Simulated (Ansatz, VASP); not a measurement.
# Si2W in VASP and in Ansatz

INCAR

```
SYSTEM = Si2W
PREC     = Accurate       ! precision mode
ENCUT    = 600            ! plane-wave cutoff, eV
EDIFF    = 1E-6           ! SCF threshold, eV
ISMEAR   = -1             ! smearing method
SIGMA    = 0.05           ! smearing width, eV
LREAL    = .FALSE.        ! projectors in reciprocal space
LASPH    = .TRUE.         ! aspherical terms in the spheres
NELM     = 60             ! most SCF steps
ALGO     = Normal         ! electronic algorithm
ISIF     = 3              ! what is computed and relaxed
LWAVE    = .FALSE.        ! write WAVECAR
LCHARG   = .FALSE.        ! write CHGCAR
GGA      = CA             ! functional
IBRION   = 2              ! ionic algorithm
NSW      = 60             ! ionic steps
EDIFFG   = -0.01          ! ionic threshold
```

KPOINTS

```
regular mesh
0
G
  12 12 12
  0 0 0
```

Contents of POSCAR:

```
Si2W
1.0
   -1.6069000000      1.6069000000      3.9149500000
    1.6069000000     -1.6069000000      3.9149500000
    1.6069000000      1.6069000000     -3.9149500000
W Si
1 2
Direct
    0.0000000000      0.0000000000      0.0000000000
    0.6653000000      0.6653000000      0.0000000000
    0.3347000000      0.3347000000      0.0000000000
```

Contents of input.yaml:

```yaml
crystal:
  lattice:
    - [-1.6069, 1.6069, 3.91495]
    - [1.6069, -1.6069, 3.91495]
    - [1.6069, 1.6069, -3.91495]
  atoms:
    - { symbol: W, position: [0.0, 0.0, 0.0] }
    - { symbol: Si, position: [0.6653, 0.6653, 0.0] }
    - { symbol: Si, position: [0.3347, 0.3347, 0.0] }
hamiltonian:
  xc: lda
  pseudopotentials: { kind: paw }
kpoints:
  mp_grid: { grid: [12, 12, 12] }
scf:
  occupations: { method: fermi_dirac, width: 0.05 }
output:
  forces: true
  stress: true
  eigenvalues: true
relax:
  f_tol: 0.01
  max_steps: 40
  cell: { stress_tol: 0.05 }
```

Alike in both runs: task relaxation of cell and atoms; functional LDA; k mesh 12 × 12 × 12; occupations fermi-dirac, width 0.05 eV; no spin polarisation.

|  | VASP | Ansatz |
| --- | --- | --- |
| version | VASP 6.6.1 | Ansatz 0.2.0 |
| potentials or method | VASP PAW LDA potentials, release 64 (W_sv, Si) | Ansatz PAW |
| plane-wave cutoff (eV) | 600 | 420 |
| valence electrons in the cell | 22 | 22 |

Ansatz gave:

```
gap on the k mesh at the Fermi level, each at its own relaxed structure (eV)  : none
relaxed volume (Å³/atom)                                                      : 13.14
relaxed length of the cell vector where the two differ most in proportion (Å) : 4.492
```

**Question.** Estimate VASP's values.

**Answer.** gap on the k mesh at the Fermi level, each at its own relaxed structure (eV): none; relaxed volume (Å³/atom): 13.19; relaxed length of the cell vector where the two differ most in proportion (Å): 4.497.

LDA's correlation is that of Perdew and Zunger in VASP and of Perdew and Wang (1992) in Ansatz. A gap of «none» marks a metal or a gap that the smearing closes.

Neither program's run includes spin-orbit coupling. Noted on Ansatz's run: the plane-wave basis is chosen anew once the cell has moved, so the energies of steps on either side of that aren't comparable.
